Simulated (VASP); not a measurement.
Crystal: SnS2.

```
Sn S
1.0
     3.60500    0.00000    0.00000
    -1.80250    3.12202    0.00000
     0.00000    0.00000    5.29620
Sn S
1 2
Cartesian
  0.0000 0.0000 0.0000
  1.8025 1.0407 3.8593
  0.0000 2.0813 1.4369
```

This cell differs from its parent crystal: z stretched by -3 %.

| Item | Value |
| --- | --- |
| Program | VASP 6.6.1 |
| Task | relaxation of the atoms |
| Functional | PBE |
| Potentials or basis | VASP PAW PBE potentials, release 64 (Sn_d, S) |
| Cutoff | 450 eV |
| k mesh | 14 × 14 × 8 |
| Occupations | fermi-dirac, width 0.02 eV |
| Spin | no spin polarisation |

At the start: pressure 10.8 GPa; volume 19.87 Å³/atom.

Task: Where does the relaxation end?

Result: Over 3 steps the energy falls by 4.6 meV/atom at a fixed cell; space group P-3m1 (No. 164, to 0.1 Å) before and after.

The path:
```csv
step,energy change (eV),largest force (eV/Å),pressure (GPa)
1,0.0000,0.4312,10.84
2,-0.0121,0.1541,9.80
3,-0.0139,0.0039,9.22
```

Final structure:
```cif
data_structure
_symmetry_space_group_name_H-M 'P 1'
_symmetry_Int_Tables_number 1
_cell_length_a 3.6050
_cell_length_b 3.6050
_cell_length_c 5.2962
_cell_angle_alpha 90.000
_cell_angle_beta 90.000
_cell_angle_gamma 120.000
_cell_volume 59.61
loop_
_atom_site_label
_atom_site_type_symbol
_atom_site_fract_x
_atom_site_fract_y
_atom_site_fract_z
_atom_site_occupancy
Sn1 Sn 0.00000 0.00000 0.00000 1
S1 S 0.66667 0.33333 0.72249 1
S2 S 0.33333 0.66667 0.27751 1
```

Caveat: the cell differs from its parent crystal (z stretched by -3 %).
